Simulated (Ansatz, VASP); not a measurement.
# One calculation of CuGe, two programs

INCAR

```
SYSTEM = CuGe
PREC     = Accurate       ! precision mode
ENCUT    = 600            ! plane-wave cutoff, eV
EDIFF    = 1E-7           ! SCF threshold, eV
ISMEAR   = 0              ! smearing method
SIGMA    = 0.1            ! smearing width, eV
LREAL    = .FALSE.        ! projectors in reciprocal space
LASPH    = .TRUE.         ! aspherical terms in the spheres
NELM     = 100            ! most SCF steps
ALGO     = Normal         ! electronic algorithm
ISIF     = 3              ! what is computed and relaxed
LWAVE    = .FALSE.        ! write WAVECAR
LCHARG   = .FALSE.        ! write CHGCAR
GGA      = PE             ! functional
IBRION   = 2              ! ionic algorithm
NSW      = 100            ! ionic steps
EDIFFG   = -0.01          ! ionic threshold
```

File KPOINTS:

```
Automatic mesh
0
G
  12 12 12
  0 0 0
```

POSCAR

```
CuGe
1.0
    0.0000000000      3.1420587355      3.1420587355
    3.1420587355      0.0000000000      3.1420587355
    3.1420587355      3.1420587355      0.0000000000
Cu Ge
2 2
Direct
    0.0000000000      0.0000000000      0.0000000000
    0.2500000000      0.2500000000      0.2500000000
    0.5000000000      0.5000000000      0.5000000000
    0.7500000000      0.7500000000      0.7500000000
```

Input for Ansatz:

```yaml
crystal:
  lattice:
    - [0.0, 3.1420587355, 3.1420587355]
    - [3.1420587355, 0.0, 3.1420587355]
    - [3.1420587355, 3.1420587355, 0.0]
  atoms:
    - { symbol: Cu, position: [0.0, 0.0, 0.0] }
    - { symbol: Cu, position: [0.25, 0.25, 0.25] }
    - { symbol: Ge, position: [0.5, 0.5, 0.5] }
    - { symbol: Ge, position: [0.75, 0.75, 0.75] }
basis:
  ecutwfc: 420
kpoints:
  mp_grid: { grid: [12, 12, 12] }
hamiltonian:
  xc: pbe
scf:
  occupations: { method: gaussian, width: 0.1 }
output:
  forces: true
  stress: true
  eigenvalues: true
relax:
  adjacent_minimum: "off"
  f_tol: 0.01
  max_steps: 80
  cell: { stress_tol: 0.05 }
```

Alike in both runs: task relaxation of cell and atoms; functional PBE; k mesh 12 × 12 × 12; occupations gaussian, width 0.1 eV; no spin polarisation.

|  | VASP | Ansatz |
| --- | --- | --- |
| version | VASP 6.6.1 | Ansatz 0.2.0 |
| potentials or method | VASP PAW PBE potentials, release 64 (Cu, Ge_d), cutoff 600 eV | scalar-relativistic, plane waves, PAW |
| valence electrons in the cell | 50 | 66 |

VASP gave:

| Item | Value |
| --- | --- |
| gap on the k mesh at the Fermi level, each at its own relaxed structure (eV) | none |
| relaxed volume (Å³/atom) | 15.51 |
| relaxed cell length with the largest relative difference (Å) | 4.444 |

Question: What did Ansatz give for the same quantities?

Answer: gap on the k mesh at the Fermi level, each at its own relaxed structure (eV): none; relaxed volume (Å³/atom): 15.48; relaxed cell length with the largest relative difference (Å): 4.441.

A gap of «none» marks a metal or a gap that the smearing closes. VASP's potentials hold 50 valence electrons a cell and Ansatz's 66, so a difference there can come from the potentials and not from the codes.

Noted on VASP's run: the relaxation stopped at its first step, so nothing moved.
